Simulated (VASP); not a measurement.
# OsF (Fm-3m) in VASP: notebook

OsF is run at these levels: PBE; tasks: single point, relaxation of cell and atoms.

All numbers are computed with VASP 6.6.1; they aren't measurements. Logs are shortened: lines on timing, memory, paths and dates and some standing lists are left out, and cuts for length are marked.

## Step 1: The cell of the first run

It takes space group Fm-3m (No. 225, cubic). The conventional cell has a = 4.930 Å, b = 4.930 Å, c = 4.930 Å, α = 90.00°, β = 90.00°, γ = 90.00°. Within 3.3 Å of Os (site symmetry m-3m) lie 6 F at 2.46 Å. Within 3.3 Å of F (site symmetry m-3m) lie 6 Os at 2.46 Å.

## Step 2: Single point, PBE, collinear spin

The input, INCAR:

```
PREC = Accurate ; ENCUT = 520
EDIFF = 1E-6 ; ISMEAR = 0
SIGMA = 0.1 ; LREAL = False
LASPH = True ; NELM = 150
ALGO = Normal ; ISIF = 2
LWAVE = False ; LCHARG = True
ISPIN = 2 ; MAGMOM = 0.54 0
LORBIT = 11 ; LMAXMIX = 4
GGA = PE ; LELF = True
LVHAR = True ; NBANDS = 18
```

The input, KPOINTS:

```
regular mesh
0
Gamma
  6 6 6
```

The input, POSCAR:

```
OsF
1.0
    0.0000000000      2.4648704686      2.4648704686
    2.4648704686      0.0000000000      2.4648704686
    2.4648704686      2.4648704686      0.0000000000
Os F
1 1
Direct
    0.0000000000      0.0000000000      0.0000000000
    0.5000000000      0.5000000000      0.5000000000
```

Potentials or basis: VASP PAW PBE potentials, release 64 (Os, F).

Run with:

```console
> cat potpaw_PBE.64/Os/POTCAR potpaw_PBE.64/F/POTCAR > POTCAR
> mpirun -np 1 vasp_std > vasp.out
```

OUTCAR:

```text
PREC = Accurate
   ENCUT = 520
   EDIFF = 1E-6
   ISMEAR = 0
   LREAL = False
   LASPH = True
   NELM = 150
   ISIF = 2
   ISPIN = 2
   LORBIT = 11
   GGA = PE

 ion  position               nearest neighbor table
   1  0.000  0.000  0.000-   2 2.46   2 2.46   2 2.46   2 2.46   2 2.46   2 2.46
   2  0.500  0.500  0.500-   1 2.46   1 2.46   1 2.46   1 2.46   1 2.46   1 2.46

  LATTYP: Found a face centered cubic cell.
 ALAT       =     4.9297409372

  Lattice vectors:

 A1 = (   0.0000000000,   2.4648704686,   2.4648704686)
 A2 = (   2.4648704686,   0.0000000000,   2.4648704686)
 A3 = (   2.4648704686,   2.4648704686,   0.0000000000)

Analysis of symmetry for initial positions (statically):
=====================================================================
 Subroutine PRICEL returns:
 Original cell was already a primitive cell.

 Routine SETGRP: Setting up the symmetry group for a
 face centered cubic supercell.

 Subroutine GETGRP returns: Found 48 space group operations
 (whereof 48 operations were pure point group operations)
 out of a pool of 48 trial point group operations.

The static configuration has the point symmetry O_h .

Analysis of symmetry for dynamics (positions and initial velocities):
=====================================================================
 Subroutine PRICEL returns:
 Original cell was already a primitive cell.

 Routine SETGRP: Setting up the symmetry group for a
 face centered cubic supercell.

 Subroutine GETGRP returns: Found 48 space group operations
 (whereof 48 operations were pure point group operations)
 out of a pool of 48 trial point group operations.

The dynamic configuration has the point symmetry O_h .

Analysis of structural, dynamic, and magnetic symmetry:
=====================================================================
 Subroutine PRICEL returns:
 Original cell was already a primitive cell.

 Routine SETGRP: Setting up the symmetry group for a
 face centered cubic supercell.

 Subroutine GETGRP returns: Found 48 space group operations
 (whereof 48 operations were pure point group operations)
 out of a pool of 48 trial point group operations.

The overall configuration has the point symmetry O_h .

 Subroutine INISYM returns: Found 48 space group operations
 (whereof 48 operations are pure point group operations),
 and found     1 'primitive' translations

----------------------------------------------------------------------------------------

                                     Primitive cell

  volume of cell :      29.9511

  direct lattice vectors                    reciprocal lattice vectors
     0.000000000  2.464870469  2.464870469    -0.202850416  0.202850416  0.202850416
     2.464870469  0.000000000  2.464870469     0.202850416 -0.202850416  0.202850416
     2.464870469  2.464870469  0.000000000     0.202850416  0.202850416 -0.202850416

  length of vectors
     3.485853246  3.485853246  3.485853246     0.351347227  0.351347227  0.351347227

  position of ions in fractional coordinates (direct lattice)
     0.000000000  0.000000000  0.000000000
     0.500000000  0.500000000  0.500000000

  ion indices of the primitive-cell ions
   primitive index   ion index
                 1           1
                 2           2

----------------------------------------------------------------------------------------

 KPOINTS: regular mesh

Automatic generation of k-mesh.
 Grid dimensions read from file:
 generate k-points for:    6    6    6

 Generating k-lattice:

  Cartesian coordinates                     Fractional coordinates (reciprocal lattice)
    -0.033808403  0.033808403  0.033808403     0.166666667  0.000000000  0.000000000
     0.033808403 -0.033808403  0.033808403     0.000000000  0.166666667  0.000000000
     0.033808403  0.033808403 -0.033808403     0.000000000  0.000000000  0.166666667

  Length of vectors
     0.058557871  0.058557871  0.058557871

  Shift w.r.t. Gamma in fractional coordinates (k-lattice)
     0.000000000  0.000000000  0.000000000

 Subroutine IBZKPT returns following result:
 ===========================================

 Found     16 irreducible k-points:

 Following reciprocal coordinates:
            Coordinates               Weight
  0.000000  0.000000  0.000000      1.000000
  0.166667  0.000000  0.000000      8.000000
  0.333333  0.000000  0.000000      8.000000
  0.500000  0.000000  0.000000      4.000000
  0.166667  0.166667  0.000000      6.000000
  0.333333  0.166667  0.000000     24.000000
[... 8 lines left out ...]
 -0.333333  0.333333  0.166667     24.000000
 -0.333333  0.500000  0.166667     12.000000
   k-points           NKPTS =     16   k-points in BZ     NKDIM =     16   number of bands    NBANDS=     18
   number of dos      NEDOS =    301   number of ions     NIONS =      2
   total plane-waves  NPLWV =  21952
   dimension x,y,z NGX =    28 NGY =   28 NGZ =   28
   dimension x,y,z NGXF=    56 NGYF=   56 NGZF=   56
   ions per type =               1   1
   NGX,Y,Z   is equivalent  to a cutoff of  13.35, 13.35, 13.35 a.u.
   NGXF,Y,Z  is equivalent  to a cutoff of  26.71, 26.71, 26.71 a.u.
 SYSTEM =  unknown system
   PREC   = accura    normal or accurate (medium, high low for compatibility)
   ISTART =      0    job   : 0-new  1-cont  2-samecut
   ICHARG =      2    charge: 1-file 2-atom 10-const
   ISPIN  =      2    spin polarized calculation?
   LNONCOLLINEAR =      F non collinear calculations
   LSORBIT =      F    spin-orbit coupling
   LASPH  =      T    aspherical Exc in radial PAW
   ENCUT  =  520.0 eV  38.22 Ry    6.18 a.u.   6.48  6.48  6.48*2*pi/ulx,y,z
   NELM   =    150;   NELMIN=  2; NELMDL= -5     # of ELM steps
   EDIFF  = 0.1E-05   stopping-criterion for ELM
   LREAL  =      F    real-space projection
   EDIFFG = 0.1E-04   stopping-criterion for IOM
   NSW    =      0    number of steps for IOM
   IBRION =     -1    ionic relax: 0-MD 1-quasi-New 2-CG
   NFREE  =      0    steps in history (QN), initial steepest desc. (CG)
   ISIF   =      2    stress and relaxation
   ISYM   =      2    0-nonsym 1-usesym 2-fastsym
   POTIM  = 0.5000    time-step for ionic-motion
   TEBEG  =    0.0;   TEEND  =   0.0 temperature during run
   PSTRESS=    0.0 pullay stress
   NELECT =      15.0000    total number of electrons
   NUPDOWN=      -1.0000    fix difference up-down
   EMIN   =  10.00;   EMAX   =-10.00  energy-range for DOS
   EFERMI =   0.00;   METHOD = LEGACY
   ISMEAR =     0;   SIGMA  =   0.10  broadening in eV -4-tet -1-fermi 0-gaus
   EFERMI_NEDOS =   21; number of points for ismear=-14 and -15
   IALGO  =     38    algorithm
   IMIX   =      4    mixing-type and parameters
     AMIX     =   0.40;   BMIX     =  1.00
     AMIX_MAG =   1.60;   BMIX_MAG =  1.00
  volume/ion in A,a.u.               =      14.98       101.06
  Fermi-wavevector in a.u.,A,eV,Ry     =   1.300073  2.456782 22.996437  1.690190
  Thomas-Fermi vector in A             =   2.431296
   LORBIT       =     11    0 simple, 1 ext, 2 COOP (PROOUT), +10 PAW based schemes
   GGA     = PE    functional components
   LHFCALC =     F    Hartree Fock is set to
   AEXX    =    0.0000 exact exchange contribution
   IVDW    =     0    specifies the selected vdW correction
   LEPSILON=     F    determine dielectric tensor
   LRPA    =     F    only Hartree local field effects (RPA)
 spin polarized calculation
 Gauss-broadening in eV      SIGMA  =   0.10
  energy-cutoff  :      520.00
  volume of cell :       29.95
 maximum number of plane-waves:       869
 NGX is ok and might be reduce to    28
   NGX = 13   NGY = 13   NGZ = 13

 number of electron      15.0000007 magnetization      -0.0475172

 number of electron      15.0000007 magnetization       0.0015537

 Free energy of the ion-electron system (eV)
  ---------------------------------------------------
  ext. energy  EPLUGINS =         0.00000000
  ---------------------------------------------------
  free energy    TOTEN  =        -9.48842879 eV

  energy without entropy =       -9.46361591  energy(sigma->0) =       -9.47602235

 E-fermi :   4.1210     XC(G=0): -11.4082

 val. band max:        4.1176878532   @ k =  -0.3333   0.3333   0.0000
 cond. band min:       4.1252205340   @ k =   0.5000   0.5000   0.0000
 fundamental gap:      0.0075326808
 Fermi energy:         4.1210475206

 spin component 1

 k-point     1 :       0.0000    0.0000    0.0000
  band No.  band energies     occupation
      1     -20.7064      1.00000
      2      -1.7941      1.00000
      3      -1.7941      1.00000
      4      -1.7941      1.00000
      5       0.5997      1.00000
      6       2.6317      1.00000
[... 10 lines left out ...]
     17      22.9906      0.00000
     18      26.3162      0.00000
[... 295 lines left out ...]
 k-point    16 :      -0.3333    0.5000    0.1667
  band No.  band energies     occupation
      1     -20.5278      1.00000
      2      -2.8056      1.00000
      3      -2.7076      1.00000
      4      -2.4548      1.00000
      5       2.1390      1.00000
      6       3.3880      1.00000
[... 10 lines left out ...]
     17      28.1760      0.00000
     18      29.3287      0.00000
 Fermi energy:         4.1210475206

 spin component 2

 k-point     1 :       0.0000    0.0000    0.0000
  band No.  band energies     occupation
      1     -20.7064      1.00000
      2      -1.7942      1.00000
      3      -1.7942      1.00000
      4      -1.7942      1.00000
      5       0.6001      1.00000
      6       2.6324      1.00000
[... 10 lines left out ...]
     17      22.9908      0.00000
     18      26.3164      0.00000
[... 295 lines left out ...]
 k-point    16 :      -0.3333    0.5000    0.1667
  band No.  band energies     occupation
      1     -20.5279      1.00000
      2      -2.8056      1.00000
      3      -2.7075      1.00000
      4      -2.4548      1.00000
      5       2.1395      1.00000
      6       3.3895      1.00000
[... 10 lines left out ...]
     17      28.1760      0.00000
     18      29.3292      0.00000

------------------------ aborting loop because EDIFF is reached ----------------------------------------

  FORCE on cell =-STRESS in cart. coord.  units (eV):
  Direction    XX          YY          ZZ          XY          YZ          ZX
  --------------------------------------------------------------------------------------
  -------------------------------------------------------------------------------------
  Total       -2.4486791     -2.4486791     -2.4486791      0.0000000     -0.0000000      0.0000000
  in kB     -130.9875933   -130.9875933   -130.9875933      0.0000000     -0.0000000      0.0000000
  external PRESSURE =    -130.9875933 kB  Pullay stress =       0.0000000 kB

 VOLUME and BASIS-vectors are now :
 -----------------------------------------------------------------------------
  energy-cutoff  :      520.00
  volume of cell :       29.95
      direct lattice vectors                 reciprocal lattice vectors
     0.000000000  2.464870469  2.464870469    -0.202850416  0.202850416  0.202850416
     2.464870469  0.000000000  2.464870469     0.202850416 -0.202850416  0.202850416
     2.464870469  2.464870469  0.000000000     0.202850416  0.202850416 -0.202850416

 POSITION                                       TOTAL-FORCE (eV/Angst)
 -----------------------------------------------------------------------------------
      0.00000      0.00000      0.00000        -0.000000      0.000000      0.000000
      2.46487      2.46487      2.46487         0.000000     -0.000000     -0.000000
 -----------------------------------------------------------------------------------
    total drift:                                0.000000      0.000000      0.000000

  FREE ENERGIE OF THE ION-ELECTRON SYSTEM (eV)
  ---------------------------------------------------
  free  energy   TOTEN  =        -9.4884287851 eV

  energy  without entropy=       -9.4636159052  energy(sigma->0) =       -9.47602235

 total charge

# of ion       s       p       d       tot
------------------------------------------
    1        0.354   0.179   5.796   6.329
    2        1.783   4.202   0.000   5.985
--------------------------------------------------
tot          2.138   4.380   5.796  12.314

 magnetization (x)

# of ion       s       p       d       tot
------------------------------------------
    1       -0.000   0.000   0.002   0.002
    2       -0.000  -0.000   0.000  -0.000
--------------------------------------------------
tot         -0.000  -0.000   0.002   0.002
```

Wall time 34 s (1 thread of Intel Xeon 8259CL, shared host); peak memory 0.15 GiB.

What came out:

| Quantity | Value |
| --- | --- |
| Free energy | -9.4884 eV |
| Pressure | -13.1 GPa |
| Net moment | 0.00 μB per cell |
| Valence electrons inside the program's atomic spheres | Os 6.33; F 5.99 |

Caveat: the k points lie up to 0.37 Å⁻¹ apart; spin-orbit coupling is left out, which moves the levels of the heavy elements.

## Step 3: Relaxation of cell and atoms, PBE, collinear spin

This run uses another cell than the first one, of 12.15 Å³/atom.

The input, INCAR:

```
SYSTEM = OsF
PREC = Accurate
ENCUT = 600
EDIFF = 1E-6
ISMEAR = 0
SIGMA = 0.1
LREAL = .FALSE.
LASPH = .TRUE.
NELM = 150
ALGO = Normal
ISIF = 3
LWAVE = .FALSE.
LCHARG = .FALSE.
ISPIN = 2
MAGMOM = 0.54 0
LORBIT = 11
LMAXMIX = 4
GGA = PE
IBRION = 2
NSW = 90
EDIFFG = -0.04
```

The input, KPOINTS:

```
Automatic mesh
0
G
  6 6 6
  0 0 0
```

The input, POSCAR:

```
OsF
1.0
    0.0000000000      2.2987636497      2.2987636497
    2.2987636497      0.0000000000      2.2987636497
    2.2987636497      2.2987636497      0.0000000000
Os F
1 1
Direct
    0.0000000000      0.0000000000      0.0000000000
    0.5000000000      0.5000000000      0.5000000000
```

Potentials or basis: VASP PAW PBE potentials, release 64 (Os, F).

Run with:

```console
> cat potpaw_PBE.64/Os/POTCAR potpaw_PBE.64/F/POTCAR > POTCAR
> mpirun -np 1 vasp_std > vasp.out
```

OUTCAR:

```text
SYSTEM = OsF
   PREC = Accurate
   ENCUT = 600
   EDIFF = 1E-6
   ISMEAR = 0
   LREAL = .FALSE.
   LASPH = .TRUE.
   NELM = 150
   ISIF = 3
   ISPIN = 2
   LORBIT = 11
   GGA = PE
   IBRION = 2
   NSW = 90
   EDIFFG = -0.04

 ion  position               nearest neighbor table
   1  0.000  0.000  0.000-   2 2.30   2 2.30   2 2.30   2 2.30   2 2.30   2 2.30
   2  0.500  0.500  0.500-   1 2.30   1 2.30   1 2.30   1 2.30   1 2.30   1 2.30

  LATTYP: Found a face centered cubic cell.
 ALAT       =     4.5975272994

  Lattice vectors:

 A1 = (   0.0000000000,   2.2987636497,   2.2987636497)
 A2 = (   2.2987636497,   0.0000000000,   2.2987636497)
 A3 = (   2.2987636497,   2.2987636497,   0.0000000000)

Analysis of symmetry for initial positions (statically):
=====================================================================
 Subroutine PRICEL returns:
 Original cell was already a primitive cell.

 Routine SETGRP: Setting up the symmetry group for a
 face centered cubic supercell.

 Subroutine GETGRP returns: Found 48 space group operations
 (whereof 48 operations were pure point group operations)
 out of a pool of 48 trial point group operations.

The static configuration has the point symmetry O_h .

Analysis of symmetry for dynamics (positions and initial velocities):
=====================================================================
 Subroutine PRICEL returns:
 Original cell was already a primitive cell.

[... 175 lines left out ...]
      1     -19.9282      1.00000
      2      -0.6899      1.00000
      3      -0.6899      1.00000
      4      -0.6899      1.00000
      5       2.6382      1.00000
      6       4.2719      1.00000
      7       4.2719      1.00000
      8       4.2719      1.00000
      9       5.3641      1.00000
     10       5.3642      1.00000
     11      18.6191      0.00000
[... 542 lines left out ...]
--------------------------------------- Ionic step        4  -------------------------------------------

 number of electron      15.0000008 magnetization       3.3126077

 Free energy of the ion-electron system (eV)
  ---------------------------------------------------
  ext. energy  EPLUGINS =         0.00000000
  ---------------------------------------------------
  free energy    TOTEN  =        -9.76568121 eV

  energy without entropy =       -9.75508478  energy(sigma->0) =       -9.76038299

 E-fermi :   4.5553     XC(G=0): -11.3453

 val. band max:        4.4928703605   @ k =  -0.3333   0.1667   0.0000
 cond. band min:       4.5841612300   @ k =  -0.3333   0.3333   0.0000
 fundamental gap:      0.0912908695
 Fermi energy:         4.5552974225

 spin component 1

 k-point     1 :       0.0000    0.0000    0.0000
  band No.  band energies     occupation
      1     -20.4495      1.00000
      2      -1.5434      1.00000
      3      -1.5434      1.00000
      4      -1.5434      1.00000
      5       0.2543      1.00000
      6       1.8912      1.00000
      7       1.8912      1.00000
      8       1.8912      1.00000
      9       2.4524      1.00000
     10       2.4524      1.00000
     11      16.1014      0.00000
[... 464 lines left out ...]
  FREE ENERGIE OF THE ION-ELECTRON SYSTEM (eV)
  ---------------------------------------------------
  free  energy   TOTEN  =        -9.7656812072 eV

  energy  without entropy=       -9.7550847803  energy(sigma->0) =       -9.76038299

 reached required accuracy - stopping structural energy minimisation

 total charge

# of ion       s       p       d       tot
------------------------------------------
    1        0.367   0.187   5.779   6.334
    2        1.771   4.249   0.000   6.020
--------------------------------------------------
tot          2.138   4.436   5.779  12.353

 magnetization (x)

# of ion       s       p       d       tot
------------------------------------------
    1        0.028   0.016   3.003   3.047
    2        0.016   0.142   0.000   0.158
--------------------------------------------------
tot          0.044   0.158   3.003   3.205
```

OSZICAR:

```text
N       E                     dE             d eps       ncg     rms          rms(c)
DAV:   1     0.115227209192E+03    0.11523E+03   -0.87289E+03   728   0.142E+03
DAV:   2    -0.277319872890E+01   -0.11800E+03   -0.10827E+03   762   0.386E+02
[... 40 lines left out ...]
DAV:   2    -0.976621477738E+01    0.41971E-02   -0.20763E-02   731   0.161E+00    0.198E-01
DAV:   3    -0.976571599772E+01    0.49878E-03   -0.27145E-03   852   0.698E-01    0.137E-01
DAV:   4    -0.976567658884E+01    0.39409E-04   -0.19412E-04   725   0.143E-01    0.849E-02
DAV:   5    -0.976567922902E+01   -0.26402E-05   -0.10279E-05   710   0.319E-02    0.514E-02
DAV:   6    -0.976568072319E+01   -0.14942E-05   -0.67620E-06   710   0.228E-02    0.415E-03
DAV:   7    -0.976568120717E+01   -0.48398E-06   -0.69058E-07   364   0.105E-02
   4 F= -.97656812E+01 E0= -.97603830E+01  d E =-.237376E+00  mag=     3.3126
```

Run time: 41 s. Hardware: 1 thread of Intel Xeon 8259CL, shared host; peak memory 0.15 GiB.

What came out:

* Free energy: -9.7657 eV
* Relaxed volume: 14.93 Å³/atom
* Relaxed cell: a = 3.482 Å, b = 3.482 Å, c = 3.482 Å, α = 60.00°, β = 60.00°, γ = 60.00°
* Space group after relaxing (to 0.1 Å): Fm-3m (No. 225)
* Energy gained by relaxing: 118.7 meV/atom
* Ionic steps: 4
* Pressure after relaxing: 0.1 GPa
* Net moment: 3.31 μB per cell
* Site moments: Os +3.05; F +0.16 μB
* Valence electrons inside the program's atomic spheres: Os 6.33; F 6.02

The path:
```tsv
step	energy change (eV)	largest force (eV/Å)	pressure (GPa)	volume (Å³)
1	0.0000	0.0000	17.60	24.29
2	-0.2341	0.0000	1.78	29.29
3	-0.2371	0.0000	-0.57	30.04
4	-0.2374	0.0000	0.06	29.85
```

Final structure:
```
Os F
1.0
     0.00000    2.46222    2.46222
     2.46222    0.00000    2.46222
     2.46222    2.46222    0.00000
Os F
1 1
Direct
  0.00000 0.00000 0.00000
  0.50000 0.50000 0.50000
```

Levels at points of the mesh, in eV from the Fermi level:
Spin up:
```
           k point  band 7  band 8  band 9  band 10  band 11
(0.00, 0.00, 0.00)   -2.66   -2.66   -2.10    -2.10    11.55
(0.50, 0.00, 0.00)   -1.46   -0.11   -0.11     2.15     3.18
(0.50, 0.50, 0.00)   -1.41   -0.78   -0.78     2.11     4.31
```
Spin down:
```tsv
k point	band 2	band 3	band 4	band 5	band 6	band 7	band 8	band 9	band 10	band 11
(0.00, 0.00, 0.00)	-5.79	-5.79	-5.79	-3.42	-0.90	-0.89	-0.89	0.31	0.31	11.57
(0.50, 0.00, 0.00)	-7.98	-6.66	-6.66	-0.46	0.39	0.39	2.12	2.12	2.64	4.56
(0.50, 0.50, 0.00)	-6.98	-6.15	-6.15	-2.43	-0.21	1.12	1.23	1.23	3.78	4.76
```

Caveat: the k points lie up to 0.37 Å⁻¹ apart in the final cell; the volume moved by over 15 % at a fixed basis, so the end points are rough; spin-orbit coupling is left out, which moves the levels of the heavy elements.
